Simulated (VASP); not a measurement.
Here is a VASP 6.6.1 calculation.

File INCAR:

```
SYSTEM = Ir
  PREC = Accurate
  ENCUT = 520
  EDIFF = 1E-7
  ISMEAR = 0
  SIGMA = 0.1
  LREAL = .False.
  LASPH = .True.
  NELM = 80
  ALGO = Normal
  ISIF = 2
  LWAVE = .False.
  LCHARG = .False.
  GGA = PE
  NBANDS = 10
```

File KPOINTS:

```
regular mesh
0
Gamma
  6 6 4
  0 0 0
```

File POSCAR:

```
Ir
1.0
    2.5671211645      0.0000000000      0.0000000000
    0.0000000000      2.5671211645      0.0000000000
    0.0000000000      0.0000000000      2.5770918487
Ir
1
Direct
    0.0000000000      0.0000000000      0.0000000000
```

Potentials or basis: VASP PAW PBE potentials, release 64 (Ir).

The run is started by

```bash
$ cat potpaw_PBE.64/Ir/POTCAR > POTCAR
$ mpirun -np 1 vasp_std > vasp.out
```

Problem. Predict the pressure.

Solution. 0.1 GPa.

Stress tensor (GPa, compression positive):
```
0.17 0.00 0.00
0.00 0.17 0.00
0.00 0.00 0.03
```

Caveat: the k points lie up to 0.61 Å⁻¹ apart.
